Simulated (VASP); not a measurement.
# Zn (P6_3/mmc) in VASP: notebook

Zn is run at these levels: PBEsol; tasks: single point.

Program: VASP 6.6.1. These are calculated values, not measurements. Logs are shortened: lines on timing, memory, paths and dates and some standing lists are left out, and cuts for length are marked.

## Step 1: The cell of the first run

Symmetry: P6_3/mmc, No. 194, hexagonal system. Conventional cell: a = 2.587 Å, b = 2.587 Å, c = 4.928 Å, α = 90.00°, β = 90.00°, γ = 120.00°. Zn (site symmetry -6m2) has 12 Zn at 2.59 to 2.88 Å within 3.4 Å.

## Step 2: Single point, PBEsol

The input, INCAR:

```
ALGO = Normal ; EDIFF = 1E-6
ENCUT = 520 ; GGA = PS
ISIF = 2 ; ISMEAR = 0
LASPH = T ; LCHARG = F
LREAL = F ; LWAVE = F
NBANDS = 19 ; NELM = 60
PREC = Accurate ; SIGMA = 0.1
```

The input, KPOINTS:

```
k-points
0
Gamma
  15 15 8
```

The input, POSCAR:

```
Zn
1.0
    2.5870499134      0.0000000000      0.0000000000
   -1.2935249567      2.2404509459      0.0000000000
    0.0000000000      0.0000000000      4.9278786720
Zn
2
Direct
    0.3333333333      0.6666666667      0.2500000000
    0.6666666667      0.3333333333      0.7500000000
```

Potentials or basis: VASP PAW PBE potentials, release 64 (Zn).

On the command line:

```console
cat potpaw_PBE.64/Zn/POTCAR > POTCAR
mpirun -np 1 vasp_std > vasp.out
```

OUTCAR:

```text
EDIFF = 1E-6
   ENCUT = 520
   GGA = PS
   ISIF = 2
   ISMEAR = 0
   LASPH = T
   LREAL = F
   NELM = 60
   PREC = Accurate

 ion  position               nearest neighbor table
   1  0.333  0.667  0.250-   2 2.88   2 2.88   2 2.88   2 2.88   2 2.88   2 2.88
   2  0.667  0.333  0.750-   1 2.88   1 2.88   1 2.88   1 2.88   1 2.88   1 2.88

  LATTYP: Found a hexagonal cell.
 ALAT       =     2.5870499134
 C/A-ratio  =     1.9048255105

  Lattice vectors:

 A1 = (   2.5870499134,   0.0000000000,   0.0000000000)
 A2 = (  -1.2935249567,   2.2404509459,   0.0000000000)
 A3 = (   0.0000000000,   0.0000000000,   4.9278786720)

Analysis of symmetry for initial positions (statically):
=====================================================================
 Subroutine PRICEL returns:
 Original cell was already a primitive cell.

 Routine SETGRP: Setting up the symmetry group for a
 hexagonal supercell.

 Subroutine GETGRP returns: Found 24 space group operations
 (whereof 12 operations were pure point group operations)
 out of a pool of 24 trial point group operations.

The static configuration has the point symmetry D_3d.
 The point group associated with its full space group is D_6h.

Analysis of symmetry for dynamics (positions and initial velocities):
=====================================================================
 Subroutine PRICEL returns:
 Original cell was already a primitive cell.

 Routine SETGRP: Setting up the symmetry group for a
 hexagonal supercell.

 Subroutine GETGRP returns: Found 24 space group operations
 (whereof 12 operations were pure point group operations)
 out of a pool of 24 trial point group operations.

The dynamic configuration has the point symmetry D_3d.
 The point group associated with its full space group is D_6h.

 Subroutine INISYM returns: Found 24 space group operations
 (whereof 12 operations are pure point group operations),
 and found     1 'primitive' translations

----------------------------------------------------------------------------------------

                                     Primitive cell

  volume of cell :      28.5628

  direct lattice vectors                    reciprocal lattice vectors
     2.587049913  0.000000000  0.000000000     0.386540667  0.223169358  0.000000000
    -1.293524957  2.240450946  0.000000000     0.000000000  0.446338717  0.000000000
     0.000000000  0.000000000  4.927878672     0.000000000  0.000000000  0.202927074

  length of vectors
     2.587049913  2.587049913  4.927878672     0.446338717  0.446338717  0.202927074

  position of ions in fractional coordinates (direct lattice)
     0.333333333  0.666666667  0.250000000
     0.666666667  0.333333333  0.750000000

  ion indices of the primitive-cell ions
   primitive index   ion index
                 1           1
                 2           2

----------------------------------------------------------------------------------------

 KPOINTS: k-points

Automatic generation of k-mesh.
 Grid dimensions read from file:
 generate k-points for:   15   15    8

 Generating k-lattice:

  Cartesian coordinates                     Fractional coordinates (reciprocal lattice)
     0.025769378  0.014877957  0.000000000     0.066666667  0.000000000  0.000000000
     0.000000000  0.029755914  0.000000000     0.000000000  0.066666667  0.000000000
     0.000000000  0.000000000  0.025365884     0.000000000  0.000000000  0.125000000

  Length of vectors
     0.029755914  0.029755914  0.025365884

  Shift w.r.t. Gamma in fractional coordinates (k-lattice)
     0.000000000  0.000000000  0.000000000

 Subroutine IBZKPT returns following result:
 ===========================================

 Found    135 irreducible k-points:

 Following reciprocal coordinates:
            Coordinates               Weight
  0.000000  0.000000  0.000000      1.000000
  0.066667  0.000000  0.000000      6.000000
  0.133333  0.000000  0.000000      6.000000
  0.200000 -0.000000  0.000000      6.000000
  0.266667  0.000000  0.000000      6.000000
  0.333333  0.000000  0.000000      6.000000
[... 16 lines left out ...]
  0.333333  0.200000  0.000000     12.000000
  0.400000  0.200000  0.000000      6.000000
 [... further k-points ...]
   k-points           NKPTS =    135   k-points in BZ     NKDIM =    135   number of bands    NBANDS=     19
   number of dos      NEDOS =    301   number of ions     NIONS =      2
   total plane-waves  NPLWV =  16000
   dimension x,y,z NGX =    20 NGY =   20 NGZ =   40
   dimension x,y,z NGXF=    40 NGYF=   40 NGZF=   80
   ions per type =               2
   NGX,Y,Z   is equivalent  to a cutoff of  12.85, 12.85, 13.49 a.u.
   NGXF,Y,Z  is equivalent  to a cutoff of  25.70, 25.70, 26.99 a.u.
 SYSTEM =  unknown system
   PREC   = accura    normal or accurate (medium, high low for compatibility)
   ISTART =      0    job   : 0-new  1-cont  2-samecut
   ICHARG =      2    charge: 1-file 2-atom 10-const
   ISPIN  =      1    spin polarized calculation?
   LNONCOLLINEAR =      F non collinear calculations
   LSORBIT =      F    spin-orbit coupling
   LASPH  =      T    aspherical Exc in radial PAW
   ENCUT  =  520.0 eV  38.22 Ry    6.18 a.u.   4.81  4.81  9.16*2*pi/ulx,y,z
   NELM   =     60;   NELMIN=  2; NELMDL= -5     # of ELM steps
   EDIFF  = 0.1E-05   stopping-criterion for ELM
   LREAL  =      F    real-space projection
   EDIFFG = 0.1E-04   stopping-criterion for IOM
   NSW    =      0    number of steps for IOM
   IBRION =     -1    ionic relax: 0-MD 1-quasi-New 2-CG
   NFREE  =      0    steps in history (QN), initial steepest desc. (CG)
   ISIF   =      2    stress and relaxation
   ISYM   =      2    0-nonsym 1-usesym 2-fastsym
   POTIM  = 0.5000    time-step for ionic-motion
   TEBEG  =    0.0;   TEEND  =   0.0 temperature during run
   PSTRESS=    0.0 pullay stress
   NELECT =      24.0000    total number of electrons
   NUPDOWN=      -1.0000    fix difference up-down
   EMIN   =  10.00;   EMAX   =-10.00  energy-range for DOS
   EFERMI =   0.00;   METHOD = LEGACY
   ISMEAR =     0;   SIGMA  =   0.10  broadening in eV -4-tet -1-fermi 0-gaus
   EFERMI_NEDOS =   21; number of points for ismear=-14 and -15
   IALGO  =     38    algorithm
   IMIX   =      4    mixing-type and parameters
     AMIX     =   0.40;   BMIX     =  1.00
     AMIX_MAG =   1.60;   BMIX_MAG =  1.00
  volume/ion in A,a.u.               =      14.28        96.38
  Fermi-wavevector in a.u.,A,eV,Ry     =   1.544822  2.919291 32.469971  2.386476
  Thomas-Fermi vector in A             =   2.650288
   LORBIT       =      0    0 simple, 1 ext, 2 COOP (PROOUT), +10 PAW based schemes
   GGA     = PS    functional components
   LHFCALC =     F    Hartree Fock is set to
   AEXX    =    0.0000 exact exchange contribution
   IVDW    =     0    specifies the selected vdW correction
   LEPSILON=     F    determine dielectric tensor
   LRPA    =     F    only Hartree local field effects (RPA)
 non-spin polarized calculation
 Gauss-broadening in eV      SIGMA  =   0.10
  energy-cutoff  :      520.00
  volume of cell :       28.56
 maximum number of plane-waves:       787
 NGX is ok and might be reduce to    20
   NGX =  9   NGY =  9   NGZ = 19

 number of electron      24.0000007 magnetization

 Free energy of the ion-electron system (eV)
  ---------------------------------------------------
  ext. energy  EPLUGINS =         0.00000000
  ---------------------------------------------------
  free energy    TOTEN  =        -3.17573803 eV

  energy without entropy =       -3.17522621  energy(sigma->0) =       -3.17548212

 E-fermi :   3.3513     XC(G=0): -12.0292

 val. band max:        3.3480310544   @ k =   0.0000   0.0000   0.2500
 cond. band min:       3.4810233677   @ k =   0.0667   0.0000   0.2500
 fundamental gap:      0.1329923133
 Fermi energy:         3.3513280127

 k-point     1 :       0.0000    0.0000    0.0000
  band No.  band energies     occupation
      1      -7.5412      2.00000
      2      -5.5628      2.00000
      3      -4.7380      2.00000
      4      -4.4447      2.00000
      5      -4.4447      2.00000
      6      -4.3944      2.00000
[... 11 lines left out ...]
     18      23.5089      0.00000
     19      23.7936      0.00000

 k-point     2 :       0.0667    0.0000    0.0000
  band No.  band energies     occupation
      1      -7.4006      2.00000
      2      -5.4941      2.00000
      3      -4.7202      2.00000
      4      -4.4620      2.00000
      5      -4.4119      2.00000
      6      -4.4087      2.00000
[... 11 lines left out ...]
     18      22.4127      0.00000
     19      24.9895      0.00000

 k-point     3 :       0.1333    0.0000    0.0000
  band No.  band energies     occupation
      1      -6.9870      2.00000
      2      -5.3141      2.00000
      3      -4.6815      2.00000
      4      -4.5011      2.00000
      5      -4.4384      2.00000
      6      -4.3056      2.00000
[... 11 lines left out ...]
     18      21.2460      0.00000
     19      22.8629      0.00000

 k-point     4 :       0.2000   -0.0000    0.0000
  band No.  band energies     occupation
      1      -6.3394      2.00000
      2      -5.1209      2.00000
      3      -4.6449      2.00000
      4      -4.5431      2.00000
      5      -4.4206      2.00000
      6      -4.3648      2.00000
[... 11 lines left out ...]
     18      20.0133      0.00000
     19      20.2378      0.00000

 k-point     5 :       0.2667    0.0000    0.0000
  band No.  band energies     occupation
      1      -5.6266      2.00000
      2      -5.0724      2.00000
      3      -4.6513      2.00000
      4      -4.5666      2.00000
      5      -4.4525      2.00000
      6      -4.2479      2.00000
[... 11 lines left out ...]
     18      19.6459      0.00000
     19      19.6510      0.00000
[... 334 lines left out ...]
      2      -4.7838      2.00000
      3      -4.7799      2.00000
      4      -4.7196      2.00000
      5      -4.4930      2.00000
      6      -4.4154      2.00000
[... 11 lines left out ...]
     18      15.4900      0.00000
     19      16.7076      0.00000

 k-point    22 :       0.2667    0.2000    0.0000
  band No.  band energies     occupation
      1      -4.8908      2.00000
      2      -4.8517      2.00000
      3      -4.8075      2.00000
      4      -4.4604      2.00000
      5      -4.4397      2.00000
      6      -4.3669      2.00000
[... 11 lines left out ...]
     18      14.3915      0.00000
     19      15.7162      0.00000

 k-point    23 :       0.3333    0.2000    0.0000
  band No.  band energies     occupation
      1      -4.9520      2.00000
      2      -4.8882      2.00000
      3      -4.8399      2.00000
      4      -4.4672      2.00000
      5      -4.3355      2.00000
      6      -4.3050      2.00000
[... 11 lines left out ...]
     18      13.9596      0.00000
     19      15.2915      0.00000

 k-point    24 :       0.4000    0.2000    0.0000
  band No.  band energies     occupation
      1      -4.9746      2.00000
      2      -4.8995      2.00000
      3      -4.8540      2.00000
      4      -4.4538      2.00000
      5      -4.3814      2.00000
      6      -4.2568      2.00000
[... 11 lines left out ...]
     18      13.8139      0.00000
     19      15.1584      0.00000

 [... further k-points ...]

------------------------ aborting loop because EDIFF is reached ----------------------------------------

  FORCE on cell =-STRESS in cart. coord.  units (eV):
  Direction    XX          YY          ZZ          XY          YZ          ZX
  --------------------------------------------------------------------------------------
  -------------------------------------------------------------------------------------
  Total        0.1127782      0.1127782      0.0589806      0.0000000     -0.0000000      0.0000000
  in kB        6.3260933      6.3260933      3.3084094      0.0000000     -0.0000000      0.0000000
  external PRESSURE =       5.3201987 kB  Pullay stress =       0.0000000 kB

 VOLUME and BASIS-vectors are now :
 -----------------------------------------------------------------------------
  energy-cutoff  :      520.00
  volume of cell :       28.56
      direct lattice vectors                 reciprocal lattice vectors
     2.587049913  0.000000000  0.000000000     0.386540667  0.223169358  0.000000000
    -1.293524957  2.240450946  0.000000000     0.000000000  0.446338717  0.000000000
     0.000000000  0.000000000  4.927878672     0.000000000  0.000000000  0.202927074

 POSITION                                       TOTAL-FORCE (eV/Angst)
 -----------------------------------------------------------------------------------
     -0.00000      1.49363      1.23197         0.000000      0.000000      0.000000
      1.29352      0.74682      3.69591        -0.000000     -0.000000      0.000000
 -----------------------------------------------------------------------------------
    total drift:                                0.000000     -0.000000      0.000000

  FREE ENERGIE OF THE ION-ELECTRON SYSTEM (eV)
  ---------------------------------------------------
  free  energy   TOTEN  =        -3.1757380273 eV

  energy  without entropy=       -3.1752262092  energy(sigma->0) =       -3.17548212
```

It took 22 s on 1 thread of Intel Xeon 6975P-C (Granite Rapids), shared host; peak memory 0.18 GiB.

What came out:

```yaml
Free_energy: -3.1757 eV
Pressure: 0.5 GPa
Band_gap_on_the_k_mesh: zero (bands 12 and 13 overlap by 4.97 eV)
```

Caveat: the PAW data sets were made with another functional, which shifts forces and pressure a little.

## Step 3: Single point, PBEsol

The input, INCAR:

```
ALGO = Normal ; EDIFF = 1E-7
ENCUT = 520 ; GGA = PS
ISIF = 2 ; ISMEAR = -1
LASPH = True ; LCHARG = False
LREAL = False ; LWAVE = False
NBANDS = 19 ; NELM = 60
PREC = Accurate ; SIGMA = 0.15
```

KPOINTS is that of step 2.

The input, POSCAR:

```
Zn
1.0
    2.5894514763      0.0000000000      0.0000000000
   -1.2947257382      2.2425307604      0.0000000000
    0.0000000000      0.0000000000      4.9224560527
Zn
2
Direct
    0.3333333333      0.6666666667      0.2500000000
    0.6666666667      0.3333333333      0.7500000000
```

Potentials or basis: VASP PAW PBE potentials, release 64 (Zn).

On the command line:

```console
cat potpaw_PBE.64/Zn/POTCAR > POTCAR
mpirun -np 1 vasp_std > vasp.out
```

It took 26 s on 1 thread of Intel Xeon 6975P-C (Granite Rapids), shared host; peak memory 0.18 GiB.

It converged, with:

```yaml
Free_energy: -3.1852 eV
Pressure: 0.5 GPa
Band_gap_on_the_k_mesh: zero (bands 12 and 13 overlap by 4.96 eV)
```

Stress tensor (GPa, compression positive):
```
0.60 0.00 0.00
0.00 0.60 0.00
0.00 0.00 0.29
```

Levels at points of the mesh, in eV from the Fermi level:
```csv
k point,band 9,band 10,band 11,band 12,band 13,band 14,band 15,band 16
"(0.00, 0.00, 0.00)",-7.39,-7.18,-7.18,-4.10,-3.28,13.34,17.21,18.73
"(0.00, 0.00, 0.50)",-7.27,-7.27,-7.27,-7.27,4.30,4.30,20.05,20.05
```

Caveat: the PAW data sets were made with another functional, which shifts forces and pressure a little.
